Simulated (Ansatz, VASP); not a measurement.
## PbS, level by level in two programs

```
Pb S
1.0
     3.65366    0.00000    0.00000
     0.00000    3.65366    0.00000
     0.00000    0.00000    3.65366
Pb S
1 1
Direct
  0.00000 0.00000 0.00000
  0.50000 0.50000 0.50000
```

Single points on this cell with VASP 6.6.1 and Ansatz 0.2.0. Each row is one pair of runs. Alike in all rows: spin: off; k mesh: 7 × 7 × 7; VASP's potentials, cutoff: VASP PAW PBE potentials, release 64 (Pb_d, S), 520 eV; Ansatz's potentials, cutoff: Ansatz PAW, 420 eV.

| level | smearing | gap on the k mesh at the Fermi level (eV), VASP | gap on the k mesh at the Fermi level (eV), Ansatz | least direct gap on the mesh (eV), VASP | least direct gap on the mesh (eV), Ansatz | pressure (GPa), VASP | pressure (GPa), Ansatz |
| --- | --- | --- | --- | --- | --- | --- | --- |
| PBE | gaussian, width 0.016 eV | 0.10 | 0.10 | 1.42 | 1.43 | 0.2 | 0.3 |
| PBE | gaussian, width 0.017 eV | 0.10 | 0.10 | 1.42 | 1.43 | 0.2 | 0.3 |
| PBE | gaussian, width 0.018 eV | 0.10 | 0.10 | 1.42 | 1.43 | 0.2 | 0.3 |
| PBE | gaussian, width 0.019 eV | 0.10 | 0.10 | 1.42 | 1.43 | 0.2 | 0.3 |
| PBE | gaussian, width 0.02 eV | 0.10 | 0.10 | 1.42 | 1.43 | 0.2 | 0.3 |
| PBE | gaussian, width 0.021 eV | 0.10 | 0.10 | 1.42 | 1.43 | 0.2 | 0.3 |
| PBE | gaussian, width 0.022 eV | 0.10 | 0.10 | 1.42 | 1.43 | 0.2 | 0.3 |
| PBE | gaussian, width 0.023 eV | 0.10 | 0.10 | 1.42 | 1.43 | 0.2 | 0.3 |

Gap on the k mesh at the fermi level (eV): the two programs differ by at most 0.001; least direct gap on the mesh (eV): the two programs differ by at most 0.003; pressure (GPa): the two programs differ by at most 0.08.

Spin-orbit coupling is off throughout. Noted on Ansatz's runs: odd divisions of the mesh miss points on the zone boundary, where band edges often lie, so the gap on the mesh can be too wide.
